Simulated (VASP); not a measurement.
# ZnS (P6_3mc) in VASP: notebook

Runs on ZnS. Level: PBE. Tasks: single point.

Everything below comes from runs of VASP 6.6.1. Logs are shortened: lines on timing, memory, paths and dates and some standing lists are left out, and cuts for length are marked.

## Step 1: The cell of the first run

Symmetry: P6_3mc, No. 186, hexagonal system. Conventional cell: a = 3.847 Å, b = 3.847 Å, c = 12.590 Å, α = 90.00°, β = 90.00°, γ = 120.00°. Within 2.8 Å of Zn (site symmetry 3m) lie 4 S at 2.13 to 2.50 Å. Zn (site symmetry 3m) has 4 S at 2.26 to 2.59 Å within 3.0 Å. Within 2.8 Å of S (site symmetry 3m) lie 4 Zn at 2.13 to 2.26 Å. S (site symmetry 3m) has 4 Zn at 2.50 to 2.59 Å within 3.3 Å.

## Step 2: Single point, PBE (atoms displaced along a vibrational mode)

Input file INCAR:

```
SYSTEM = ZnS
PREC = Accurate ; ENCUT = 520
EDIFF = 1E-7 ; ISMEAR = 0
SIGMA = 0.05 ; LREAL = .FALSE.
LASPH = .TRUE. ; NELM = 80
ALGO = Normal ; ISIF = 2
LWAVE = .FALSE. ; LCHARG = .FALSE.
GGA = PE ; NBANDS = 46
```

Input file KPOINTS:

```
regular mesh
0
G
  12 12 2
  0 0 0
```

Input file POSCAR:

```
ZnS
1.0
    3.8467234474      0.0000000000      0.0000000000
   -1.9233617237      3.3313602268      0.0000000000
    0.0000000000      0.0000000000     12.5902250312
Zn S
4 4
Direct
    0.0000000000      0.0000000000      0.0238783569
    0.0000000000      0.0000000000      0.5238783569
    0.3333333333      0.6666666667      0.2262437726
    0.6666666667      0.3333333333      0.7262437726
    0.0000000000      0.0000000000      0.1928238676
    0.0000000000      0.0000000000      0.6928238676
    0.3333333333      0.6666666667      0.4320048763
    0.6666666667      0.3333333333      0.9320048763
```

Potentials or basis: VASP PAW PBE potentials, release 64 (Zn, S).

On the command line:

```bash
$ cat potpaw_PBE.64/Zn/POTCAR potpaw_PBE.64/S/POTCAR > POTCAR
$ mpirun -np 1 vasp_std > vasp.out
```

OUTCAR:

```text
SYSTEM = ZnS
   PREC = Accurate
   ENCUT = 520
   EDIFF = 1E-7
   ISMEAR = 0
   LREAL = .FALSE.
   LASPH = .TRUE.
   NELM = 80
   ISIF = 2
   GGA = PE

 ion  position               nearest neighbor table
   1  0.000  0.000  0.024-   5 2.13   8 2.50   8 2.50   8 2.50
   2  0.000  0.000  0.524-   6 2.13   7 2.50   7 2.50   7 2.50
   3  0.333  0.667  0.226-   5 2.26   5 2.26   5 2.26   7 2.59
   4  0.667  0.333  0.726-   6 2.26   6 2.26   6 2.26   8 2.59
   5  0.000  0.000  0.193-   1 2.13   3 2.26   3 2.26   3 2.26
   6  0.000  0.000  0.693-   2 2.13   4 2.26   4 2.26   4 2.26
   7  0.333  0.667  0.432-   2 2.50   2 2.50   2 2.50   3 2.59
   8  0.667  0.333  0.932-   1 2.50   1 2.50   1 2.50   4 2.59

  LATTYP: Found a hexagonal cell.
 ALAT       =     3.8467234474
 C/A-ratio  =     3.2729737927

  Lattice vectors:

 A1 = (   3.8467234474,   0.0000000000,   0.0000000000)
 A2 = (  -1.9233617237,   3.3313602268,   0.0000000000)
 A3 = (   0.0000000000,   0.0000000000,  12.5902250312)

Analysis of symmetry for initial positions (statically):
=====================================================================
 Subroutine PRICEL returns:
 Original cell was already a primitive cell.

 Routine SETGRP: Setting up the symmetry group for a
 hexagonal supercell.

 Subroutine GETGRP returns: Found 12 space group operations
 (whereof  6 operations were pure point group operations)
 out of a pool of 24 trial point group operations.

The static configuration has the point symmetry C_3v.
 The point group associated with its full space group is C_6v.

Analysis of symmetry for dynamics (positions and initial velocities):
=====================================================================
 Subroutine PRICEL returns:
 Original cell was already a primitive cell.

 Routine SETGRP: Setting up the symmetry group for a
 hexagonal supercell.

 Subroutine GETGRP returns: Found 12 space group operations
 (whereof  6 operations were pure point group operations)
 out of a pool of 24 trial point group operations.

The dynamic configuration has the point symmetry C_3v.
 The point group associated with its full space group is C_6v.

 Subroutine INISYM returns: Found 12 space group operations
 (whereof  6 operations are pure point group operations),
 and found     1 'primitive' translations

----------------------------------------------------------------------------------------

                                     Primitive cell

  volume of cell :     161.3415

  direct lattice vectors                    reciprocal lattice vectors
     3.846723447  0.000000000  0.000000000     0.259961501  0.150088842  0.000000000
    -1.923361724  3.331360227  0.000000000     0.000000000  0.300177685  0.000000000
     0.000000000  0.000000000 12.590225031     0.000000000  0.000000000  0.079426698

  length of vectors
     3.846723447  3.846723447 12.590225031     0.300177685  0.300177685  0.079426698

  position of ions in fractional coordinates (direct lattice)
     0.000000000  0.000000000  0.023878357
     0.000000000  0.000000000  0.523878357
     0.333333333  0.666666667  0.226243773
     0.666666667  0.333333333  0.726243773
     0.000000000  0.000000000  0.192823868
     0.000000000  0.000000000  0.692823868
     0.333333333  0.666666667  0.432004876
     0.666666667  0.333333333  0.932004876

  ion indices of the primitive-cell ions
   primitive index   ion index
                 1           1
                 2           2
                 3           3
                 4           4
                 5           5
                 6           6
                 7           7
                 8           8

----------------------------------------------------------------------------------------

 KPOINTS: regular mesh

Automatic generation of k-mesh.
 Grid dimensions read from file:
 generate k-points for:   12   12    2

 Generating k-lattice:

  Cartesian coordinates                     Fractional coordinates (reciprocal lattice)
     0.021663458  0.012507404  0.000000000     0.083333333  0.000000000  0.000000000
     0.000000000  0.025014807  0.000000000     0.000000000  0.083333333  0.000000000
     0.000000000  0.000000000  0.039713349     0.000000000  0.000000000  0.500000000

  Length of vectors
     0.025014807  0.025014807  0.039713349

  Shift w.r.t. Gamma in fractional coordinates (k-lattice)
     0.000000000  0.000000000  0.000000000

 Subroutine IBZKPT returns following result:
 ===========================================

 Found     38 irreducible k-points:

 Following reciprocal coordinates:
            Coordinates               Weight
  0.000000  0.000000  0.000000      1.000000
  0.083333  0.000000  0.000000      6.000000
  0.166667  0.000000  0.000000      6.000000
  0.250000  0.000000  0.000000      6.000000
  0.333333  0.000000  0.000000      6.000000
  0.416667  0.000000  0.000000      6.000000
[... 16 lines left out ...]
  0.250000  0.000000  0.500000      6.000000
  0.333333  0.000000  0.500000      6.000000
 [... further k-points ...]
   k-points           NKPTS =     38   k-points in BZ     NKDIM =     38   number of bands    NBANDS=     46
   number of dos      NEDOS =    301   number of ions     NIONS =      8
   total plane-waves  NPLWV =  86400
   dimension x,y,z NGX =    30 NGY =   30 NGZ =   96
   dimension x,y,z NGXF=    60 NGYF=   60 NGZF=  192
   ions per type =               4   4
   NGX,Y,Z   is equivalent  to a cutoff of  12.97, 12.97, 12.68 a.u.
   NGXF,Y,Z  is equivalent  to a cutoff of  25.93, 25.93, 25.35 a.u.
 SYSTEM =  ZnS
   PREC   = accura    normal or accurate (medium, high low for compatibility)
   ISTART =      0    job   : 0-new  1-cont  2-samecut
   ICHARG =      2    charge: 1-file 2-atom 10-const
   ISPIN  =      1    spin polarized calculation?
   LNONCOLLINEAR =      F non collinear calculations
   LSORBIT =      F    spin-orbit coupling
   LASPH  =      T    aspherical Exc in radial PAW
   ENCUT  =  520.0 eV  38.22 Ry    6.18 a.u.   7.15  7.15 23.41*2*pi/ulx,y,z
   NELM   =     80;   NELMIN=  2; NELMDL= -5     # of ELM steps
   EDIFF  = 0.1E-06   stopping-criterion for ELM
   LREAL  =      F    real-space projection
   EDIFFG = 0.1E-05   stopping-criterion for IOM
   NSW    =      0    number of steps for IOM
   IBRION =     -1    ionic relax: 0-MD 1-quasi-New 2-CG
   NFREE  =      0    steps in history (QN), initial steepest desc. (CG)
   ISIF   =      2    stress and relaxation
   ISYM   =      2    0-nonsym 1-usesym 2-fastsym
   POTIM  = 0.5000    time-step for ionic-motion
   TEBEG  =    0.0;   TEEND  =   0.0 temperature during run
   PSTRESS=    0.0 pullay stress
   NELECT =      72.0000    total number of electrons
   NUPDOWN=      -1.0000    fix difference up-down
   EMIN   =  10.00;   EMAX   =-10.00  energy-range for DOS
   EFERMI =   0.00;   METHOD = LEGACY
   ISMEAR =     0;   SIGMA  =   0.05  broadening in eV -4-tet -1-fermi 0-gaus
   EFERMI_NEDOS =   21; number of points for ismear=-14 and -15
   IALGO  =     38    algorithm
   IMIX   =      4    mixing-type and parameters
     AMIX     =   0.40;   BMIX     =  1.00
     AMIX_MAG =   1.60;   BMIX_MAG =  1.00
  volume/ion in A,a.u.               =      20.17       136.10
  Fermi-wavevector in a.u.,A,eV,Ry     =   1.251037  2.364118 21.294406  1.565095
  Thomas-Fermi vector in A             =   2.385004
   LORBIT       =      0    0 simple, 1 ext, 2 COOP (PROOUT), +10 PAW based schemes
   GGA     = PE    functional components
   LHFCALC =     F    Hartree Fock is set to
   AEXX    =    0.0000 exact exchange contribution
   IVDW    =     0    specifies the selected vdW correction
   LEPSILON=     F    determine dielectric tensor
   LRPA    =     F    only Hartree local field effects (RPA)
 non-spin polarized calculation
 Gauss-broadening in eV      SIGMA  =   0.05
  energy-cutoff  :      520.00
  volume of cell :      161.34
 maximum number of plane-waves:      4389
 NGX is ok and might be reduce to    30
   NGX = 15   NGY = 15   NGZ = 47

 number of electron      72.0000040 magnetization

 Free energy of the ion-electron system (eV)
  ---------------------------------------------------
  ext. energy  EPLUGINS =         0.00000000
  ---------------------------------------------------
  free energy    TOTEN  =       -25.81000399 eV

  energy without entropy =      -25.81000399  energy(sigma->0) =      -25.81000399

 E-fermi :   2.7672     XC(G=0):  -9.5396

 val. band max:        2.5301882840   @ k =   0.0000   0.0000   0.0000
 cond. band min:       3.5235611481   @ k =   0.0000   0.0000   0.0000
 fundamental gap:      0.9933728642
 Fermi energy:         2.7672419703

 k-point     1 :       0.0000    0.0000    0.0000
  band No.  band energies     occupation
      1     -12.0923      2.00000
      2     -12.0476      2.00000
      3      -9.4432      2.00000
      4      -9.3150      2.00000
      5      -5.3350      2.00000
      6      -5.3350      2.00000
[... 38 lines left out ...]
     45       8.4144      0.00000
     46       8.8784      0.00000

 k-point     2 :       0.0833    0.0000    0.0000
  band No.  band energies     occupation
      1     -12.0529      2.00000
      2     -12.0098      2.00000
      3      -9.4062      2.00000
      4      -9.2842      2.00000
      5      -5.3377      2.00000
      6      -5.3360      2.00000
[... 38 lines left out ...]
     45       8.1476      0.00000
     46       8.8315      0.00000

 k-point     3 :       0.1667    0.0000    0.0000
  band No.  band energies     occupation
      1     -11.9421      2.00000
      2     -11.9035      2.00000
      3      -9.3022      2.00000
      4      -9.1983      2.00000
      5      -5.3399      2.00000
      6      -5.3368      2.00000
[... 1018 lines left out ...]
     45       9.1014      0.00000
     46       9.1019      0.00000

 k-point    24 :       0.3333    0.0000    0.5000
  band No.  band energies     occupation
      1     -11.5988      2.00000
      2     -11.5988      2.00000
      3      -8.9709      2.00000
      4      -8.9709      2.00000
      5      -5.2924      2.00000
      6      -5.2924      2.00000
[... 38 lines left out ...]
     45       9.2390      0.00000
     46       9.2390      0.00000

 [... further k-points ...]

------------------------ aborting loop because EDIFF is reached ----------------------------------------

  FORCE on cell =-STRESS in cart. coord.  units (eV):
  Direction    XX          YY          ZZ          XY          YZ          ZX
  --------------------------------------------------------------------------------------
  -------------------------------------------------------------------------------------
  Total        1.4204444      1.4204444      2.9418840      0.0000000      0.0000000      0.0000000
  in kB       14.1055092     14.1055092     29.2139361      0.0000000      0.0000000      0.0000000
  external PRESSURE =      19.1416515 kB  Pullay stress =       0.0000000 kB

 VOLUME and BASIS-vectors are now :
 -----------------------------------------------------------------------------
  energy-cutoff  :      520.00
  volume of cell :      161.34
      direct lattice vectors                 reciprocal lattice vectors
     3.846723447  0.000000000  0.000000000     0.259961501  0.150088842  0.000000000
    -1.923361724  3.331360227  0.000000000     0.000000000  0.300177685  0.000000000
     0.000000000  0.000000000 12.590225031     0.000000000  0.000000000  0.079426698

 POSITION                                       TOTAL-FORCE (eV/Angst)
 -----------------------------------------------------------------------------------
      0.00000      0.00000      0.30063         0.000000      0.000000     -3.584404
      0.00000      0.00000      6.59575        -0.000000     -0.000000     -3.584404
     -0.00000      2.22091      2.84846        -0.000000      0.000000      1.740926
      1.92336      1.11045      9.14357         0.000000     -0.000000      1.740926
      0.00000      0.00000      2.42770         0.000000     -0.000000      0.960747
      0.00000      0.00000      8.72281         0.000000     -0.000000      0.960747
     -0.00000      2.22091      5.43904         0.000000     -0.000000      0.882730
      1.92336      1.11045     11.73415         0.000000     -0.000000      0.882730
 -----------------------------------------------------------------------------------
    total drift:                               -0.000000     -0.000001      0.000718

  FREE ENERGIE OF THE ION-ELECTRON SYSTEM (eV)
  ---------------------------------------------------
  free  energy   TOTEN  =       -25.8100039852 eV

  energy  without entropy=      -25.8100039852  energy(sigma->0) =      -25.81000399
```

It took 12 min on 1 thread of Intel Xeon 8259CL, shared host; peak memory 0.4 GiB.

Results:

| Item | Value |
| --- | --- |
| Free energy | -25.8100 eV |
| Pressure | 1.9 GPa |
| Largest force | 3.584 eV/Å |
| Band gap on the k mesh | 0.99 eV |

Forces in eV/Å, atoms in the order of the input:
```
Zn   0.000  0.000 -3.584
Zn   0.000  0.000 -3.584
Zn   0.000  0.000  1.741
Zn   0.000  0.000  1.741
S    0.000  0.000  0.961
S    0.000  0.000  0.961
S    0.000  0.000  0.883
S    0.000  0.000  0.883
```

Stress tensor (GPa, compression positive):
```
1.41 0.00 0.00
0.00 1.41 0.00
0.00 0.00 2.92
```

Caveat: the cell differs from its parent crystal (atoms displaced along a vibrational mode); forces of over 1 eV/Å act on the atoms, so gaps and moduli don't describe the material at rest. A k mesh can miss the band edges.

[end of part 1 of 3]
